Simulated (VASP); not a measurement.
Set up this calculation in VASP 6.6.1, as the native input.

- Task: single point
- Functional: PBEsol
- Dispersion: D3(BJ)
- Potentials or basis: VASP PAW PBE potentials, release 64 (Hf_pv, N)
- Cutoff: 520 eV
- k mesh: 11 × 11 × 11
- Occupations: fermi-dirac, width 0.05 eV
- Spin: no spin polarisation
- Dipole correction: no
- Further INCAR settings: ALGO = Normal; EDIFF = 1e-06; NBANDS = 14

The structure of HfN lies in POSCAR:

```
HfN
1.0
    0.0000000000      2.4548220000      2.4548220000
    2.4548220000      0.0000000000      2.4548220000
    2.4548220000      2.4548220000      0.0000000000
Hf N
1 1
Direct
    0.0000000000      0.0000000000      0.0000000000
    0.7500000000      0.7500000000      0.7500000000
```

These files were run (other wordings do the same):

INCAR

```
SYSTEM = HfN
PREC = Accurate
ENCUT = 520
EDIFF = 1E-6
ISMEAR = -1
SIGMA = 0.05
LREAL = .False.
LASPH = .True.
NELM = 80
ALGO = Normal
ISIF = 2
LWAVE = .False.
LCHARG = .False.
GGA = PS
IVDW = 12
NBANDS = 14
```

KPOINTS

```
regular mesh
0
Gamma
  11 11 11
  0 0 0
```

Potentials or basis: VASP PAW PBE potentials, release 64 (Hf_pv, N).

Command:

```bash
$ cat potpaw_PBE.64/Hf_pv/POTCAR potpaw_PBE.64/N/POTCAR > POTCAR
$ mpirun -np 1 vasp_std > vasp.out
```

Results of the run:

```
Pressure                   : -9.2 GPa
Dispersion energy per atom : -0.301 eV
```

Caveat: the PAW data sets were made with another functional, which shifts forces and pressure a little; pairwise dispersion overbinds metals, which lowers pressure and volume.

Wall time 48 s on 1 thread of Intel Xeon 8259CL, on a shared host, peak memory 0.18 GiB.
